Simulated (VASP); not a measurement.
A run of VASP 6.6.1 is set up as follows.

Contents of INCAR:

```
PREC     = Accurate       # precision mode
ENCUT    = 520            # plane-wave cutoff, eV
EDIFF    = 1E-7           # SCF threshold, eV
ISMEAR   = 0              # smearing method
SIGMA    = 0.1            # smearing width, eV
LREAL    = False          # projectors in reciprocal space
LASPH    = True           # aspherical terms in the spheres
NELM     = 80             # most SCF steps
ALGO     = Normal         # electronic algorithm
ISIF     = 2              # what is computed and relaxed
LWAVE    = False          # write WAVECAR
LCHARG   = False          # write CHGCAR
GGA      = PE             # functional
NBANDS   = 18             # bands
```

The input KPOINTS:

```
Automatic mesh
0
Gamma
  4 4 4
```

File POSCAR:

```
Si4C
1.0
    0.0000000000      3.4680599366      3.4680599366
    3.4680599366      0.0000000000      3.4680599366
    3.4680599366      3.4680599366      0.0000000000
Si C
4 1
Direct
    0.3757586217      0.3757586217      0.3757586217
    0.3757586217      0.3757586217      0.8727241349
    0.3757586217      0.8727241349      0.3757586217
    0.8727241349      0.3757586217      0.3757586217
    0.0000000000      0.0000000000      0.0000000000
```

Potentials or basis: VASP PAW PBE potentials, release 64 (Si, C).

Command:

```console
$ cat potpaw_PBE.64/Si/POTCAR potpaw_PBE.64/C/POTCAR > POTCAR
$ mpirun -np 1 vasp_std > vasp.out
```

Question: Predict the largest force.

Answer: 0.009 eV/Å.

Question: Estimate the band gap on the k mesh.

Answer: Zero (band 10 reaches 7.21 eV, above the bottom of band 11 at 5.33 eV).

Question: What does it give for the pressure?

Answer: 0.1 GPa.

Forces on the atoms (eV/Å):
```
Si  -0.005 -0.005 -0.005
Si   0.005  0.005 -0.005
Si   0.005 -0.005  0.005
Si  -0.005  0.005  0.005
C    0.000  0.000  0.000
```

Caveat: the k points lie up to 0.39 Å⁻¹ apart.
